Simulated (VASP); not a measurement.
# Zr (Im-3m) in VASP: notebook, part 2 of 2

VASP 6.6.1. Earlier steps stand in the parts before.

## (3) Single point, r2SCAN

This run uses another cell than the first one, of 23.72 Å³/atom, 1.020 times its volume.

The input, POSCAR:

```
Zr
1.0
   -1.8100000000      1.8100000000      1.8100000000
    1.8100000000     -1.8100000000      1.8100000000
    1.8100000000      1.8100000000     -1.8100000000
Zr
1
Direct
    0.0000000000      0.0000000000      0.0000000000
```

The input, INCAR.step1:

```
PREC = Accurate
ENCUT = 550
ISMEAR = -1
SIGMA = 0.05
LREAL = F
LASPH = T
NELM = 120
NBANDS = 12
GGA = PE
ALGO = Normal
EDIFF = 1E-5
LWAVE = T
LCHARG = F
GGA_COMPAT = F
```

The input, INCAR.step2:

```
PREC = Accurate
ENCUT = 550
EDIFF = 1E-6
ISMEAR = -1
SIGMA = 0.05
LREAL = F
LASPH = T
NELM = 120
ALGO = Normal
ISIF = 2
LWAVE = F
LCHARG = F
METAGGA = R2SCAN
LMIXTAU = T
NBANDS = 12
ISTART = 1
GGA_COMPAT = F
```

The input, KPOINTS:

```
regular mesh
0
Gamma
  10 10 10
```

Potentials or basis: VASP PAW PBE potentials, release 64 (Zr_sv).

Run with:

```sh
cat potpaw_PBE.64/Zr_sv/POTCAR > POTCAR
cp INCAR.step1 INCAR
mpirun -np 1 vasp_std > vasp.out
cp INCAR.step2 INCAR
mpirun -np 1 vasp_std > vasp.out
```

Wall time 28 s (1 thread of Intel Xeon Platinum 8488C (Sapphire Rapids), shared host); peak memory 0.14 GiB.

The run converged. Its results:

```yaml
Free_energy: -22.6316 eV
Pressure: -2.7 GPa
Band_gap_on_the_k_mesh: zero (band 6 reaches 9.83 eV, above the bottom of band 7 at 7.79 eV)
```

Levels at points of the mesh, in eV from the Fermi level:
| k point | band 3 | band 4 | band 5 | band 6 | band 7 | band 8 | band 9 | band 10 |
| --- | --- | --- | --- | --- | --- | --- | --- | --- |
| (0.00, 0.00, 0.00) | -27.11 | -27.11 | -5.73 | 1.26 | 1.26 | 1.26 | 3.74 | 3.74 |
| (0.50, 0.00, 0.00) | -27.40 | -27.12 | -2.90 | -0.61 | 1.36 | 3.75 | 4.42 | 6.42 |
| (0.50, 0.50, 0.50) | -27.76 | -27.76 | -2.67 | -2.67 | 5.75 | 5.75 | 5.75 | 7.60 |

Caveat: the PAW data sets were made with another functional, which shifts forces and pressure a little.

## (4) Single point, r2SCAN

This run uses another cell than the first one, of 24.19 Å³/atom, 1.041 times its volume.

The input, POSCAR:

```
Zr
1.0
   -1.8219871043      1.8219871043      1.8219871043
    1.8219871043     -1.8219871043      1.8219871043
    1.8219871043      1.8219871043     -1.8219871043
Zr
1
Direct
    0.0000000000      0.0000000000      0.0000000000
```

The input, INCAR.step1:

```
PREC     = Accurate       # precision mode
ENCUT    = 550            # plane-wave cutoff, eV
ISMEAR   = -1             # smearing method
SIGMA    = 0.05           # smearing width, eV
LREAL    = F              # projectors in reciprocal space
LASPH    = T              # aspherical terms in the spheres
NELM     = 120            # most SCF steps
NBANDS   = 12             # bands
GGA      = PE             # functional
ALGO     = Normal         # electronic algorithm
EDIFF    = 1E-5           # SCF threshold, eV
LWAVE    = T              # write WAVECAR
LCHARG   = F              # write CHGCAR
GGA_COMPAT= F
```

The input, INCAR.step2:

```
PREC     = Accurate       # precision mode
ENCUT    = 550            # plane-wave cutoff, eV
EDIFF    = 1E-6           # SCF threshold, eV
ISMEAR   = -1             # smearing method
SIGMA    = 0.05           # smearing width, eV
LREAL    = F              # projectors in reciprocal space
LASPH    = T              # aspherical terms in the spheres
NELM     = 120            # most SCF steps
ALGO     = Normal         # electronic algorithm
ISIF     = 2              # what is computed and relaxed
LWAVE    = F              # write WAVECAR
LCHARG   = F              # write CHGCAR
METAGGA  = R2SCAN         # meta-GGA
LMIXTAU  = T            
NBANDS   = 12             # bands
ISTART   = 1            
GGA_COMPAT= F
```

KPOINTS is that of step 3.

Potentials or basis: VASP PAW PBE potentials, release 64 (Zr_sv).

Run with:

```sh
cat potpaw_PBE.64/Zr_sv/POTCAR > POTCAR
cp INCAR.step1 INCAR
mpirun -np 1 vasp_std > vasp.out
cp INCAR.step2 INCAR
mpirun -np 1 vasp_std > vasp.out
```

OUTCAR:

```text
PREC = Accurate
   ENCUT = 550
   EDIFF = 1E-6
   ISMEAR = -1
   LREAL = F
   LASPH = T
   NELM = 120
   ISIF = 2
   METAGGA = R2SCAN
   ISTART = 1

 ion  position               nearest neighbor table
   1  0.000  0.000  0.000-

  LATTYP: Found a body centered cubic cell.
 ALAT       =     3.6439742086

  Lattice vectors:

 A1 = (  -1.8219871043,   1.8219871043,   1.8219871043)
 A2 = (   1.8219871043,  -1.8219871043,   1.8219871043)
[... 529 lines left out ...]
      3     -19.0400      2.00000
      4     -18.8939      2.00000
      5       5.2251      2.00000
      6       8.4988      0.09858
      7       8.6159      0.00993
      8      10.9186      0.00000
      9      12.1513      0.00000
     10      12.7831      0.00000
     11      20.4591      0.00000
     12      22.0205      0.00000

 [... further k-points ...]
[... 5 lines left out ...]
  --------------------------------------------------------------------------------------
  -------------------------------------------------------------------------------------
  Total       -0.6386682     -0.6386682     -0.6386682     -0.0000000     -0.0000000      0.0000000
  in kB      -42.2950942    -42.2950942    -42.2950942     -0.0000000     -0.0000000      0.0000000
  external PRESSURE =     -42.2950942 kB  Pullay stress =       0.0000000 kB

 VOLUME and BASIS-vectors are now :
 -----------------------------------------------------------------------------
  energy-cutoff  :      550.00
  volume of cell :       24.19
      direct lattice vectors                 reciprocal lattice vectors
    -1.821987104  1.821987104  1.821987104     0.000000000  0.274425653  0.274425653
     1.821987104 -1.821987104  1.821987104     0.274425653  0.000000000  0.274425653
     1.821987104  1.821987104 -1.821987104     0.274425653  0.274425653  0.000000000

 POSITION                                       TOTAL-FORCE (eV/Angst)
 -----------------------------------------------------------------------------------
      0.00000      0.00000      0.00000        -0.000000      0.000000      0.000000
 -----------------------------------------------------------------------------------
    total drift:                                0.000000      0.000000      0.000000

  FREE ENERGIE OF THE ION-ELECTRON SYSTEM (eV)
  ---------------------------------------------------
  free  energy   TOTEN  =       -22.6213846626 eV

  energy  without entropy=      -22.6065056367  energy(sigma->0) =      -22.61394515
```

It took 28 s on 1 thread of Intel Xeon Platinum 8488C (Sapphire Rapids), shared host; peak memory 0.14 GiB.

Results:

```
Free energy            : -22.6214 eV
Pressure               : -4.2 GPa
Band gap on the k mesh : zero (band 6 reaches 9.61 eV, above the bottom of band 7 at 7.59 eV)
```

Caveat: the PAW data sets were made with another functional, which shifts forces and pressure a little.

## (5) Overview

```tsv
cell	gap on the mesh (eV)	pressure (GPa)
a = 3.114 Å, angles 109.5°, 1 atom	none	-1.1
a = 3.135 Å, angles 109.5°, 1 atom	none	-2.7
a = 3.156 Å, angles 109.5°, 1 atom	none	-4.2
```

Alike in all rows: task single point; level r2SCAN; potentials or basis VASP PAW PBE potentials, release 64 (Zr_sv); no spin polarisation; k mesh 10 × 10 × 10; cutoff (eV) 550; smearing fermi-dirac 0.05 eV.

Caveats: the PAW data sets were made with another functional, which shifts forces and pressure a little.

Total energies depend on the potentials used, so only differences within one code and one set of settings carry meaning.
